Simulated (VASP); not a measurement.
A run of VASP 6.6.1 is set up as follows.

The input INCAR:

```
SYSTEM = LiAl2
PREC = Accurate ; ENCUT = 520
EDIFF = 1E-7 ; ISMEAR = 0
SIGMA = 0.1 ; LREAL = .False.
LASPH = .True. ; NELM = 80
ALGO = Normal ; ISIF = 2
LWAVE = .False. ; LCHARG = .False.
GGA = PE ; IVDW = 12
NBANDS = 12
```

Contents of KPOINTS:

```
Automatic mesh
0
Gamma
  14 14 10
  0 0 0
```

Contents of POSCAR:

```
LiAl2
1.0
    3.3761235229      0.0000000000      0.0000000000
    0.0000000000      3.3761235229      0.0000000000
    0.0000000000      0.0000000000      4.8295136158
Li Al
1 2
Direct
    0.0000000000      0.0000000000      0.0000000000
    0.5000000000      0.5000000000      0.0000000000
    0.0000000000      0.0000000000      0.5000000000
```

Potentials or basis: VASP PAW PBE potentials, release 64 (Li_sv, Al).

Run with:

```sh
$ cat potpaw_PBE.64/Li_sv/POTCAR potpaw_PBE.64/Al/POTCAR > POTCAR
$ mpirun -np 1 vasp_std > vasp.out
```

(1) What does it give for the dispersion energy per atom?

(2) Predict the band gap on the k mesh.

Results:

(1) -0.256 eV.

(2) zero (an odd number of electrons rules out a gap without spin polarisation).

Caveat: three body term missing.
